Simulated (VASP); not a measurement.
Set up this calculation in VASP 6.6.1, as the native input.

* Task: single point
* Functional: PBE
* Potentials or basis: VASP PAW PBE potentials, release 64 (Ti_sv, H)
* Cutoff: 500 eV
* k mesh: 4 × 4 × 4
* Occupations: gaussian, width 0.2 eV
* Spin: no spin polarisation
* Dipole correction: no
* Further INCAR settings: ALGO = Normal; EDIFF = 1e-06; NBANDS = 27

The structure of Ti3H2 lies in POSCAR:

```
Ti3H2
1.0
    2.7646526693      1.5961729640      2.2856934078
   -2.7646526693      1.5961729640      2.2856934078
    0.0000000000     -3.1923459246      2.2856934101
Ti H
3 2
Direct
    0.5000000000      0.5000000000      0.0000000000
    0.0000000000      0.5000000000      0.5000000000
    0.5000000000      0.0000000000      0.5000000000
    0.0000000000      0.0000000000      0.0000000000
    0.5000000000      0.5000000000      0.5000000000
```

The cell was built from a structure type or drawn by symmetry, and may not be a known phase.

These files were run (other wordings do the same):

INCAR

```
SYSTEM = Ti3H2
  PREC = Accurate
  ENCUT = 500
  EDIFF = 1E-6
  ISMEAR = 0
  SIGMA = 0.2
  LREAL = .FALSE.
  LASPH = .TRUE.
  NELM = 120
  ALGO = Normal
  ISIF = 2
  LWAVE = .FALSE.
  LCHARG = .TRUE.
  GGA = PE
  LELF = .TRUE.
  LVHAR = .TRUE.
  NBANDS = 27
  GGA_COMPAT = .FALSE.
```

KPOINTS

```
Automatic mesh
0
G
  4 4 4
  0 0 0
```

Potentials or basis: VASP PAW PBE potentials, release 64 (Ti_sv, H).

Run with:

```sh
$ cat potpaw_PBE.64/Ti_sv/POTCAR potpaw_PBE.64/H/POTCAR > POTCAR
$ mpirun -np 1 vasp_std > vasp.out
```

It gave:

| Item | Value |
| --- | --- |
| Pressure | -0.1 GPa |
| Band gap on the k mesh | zero (bands 19 and 20 overlap by 0.82 eV) |

Caveat: the k points lie up to 0.40 Å⁻¹ apart, too coarse for converged energies and pressures of a metal.

Run time: 17 s on 1 thread of AMD EPYC 9R45 96-Core Processor (Zen 5), with other jobs on the host, peak memory 0.14 GiB.
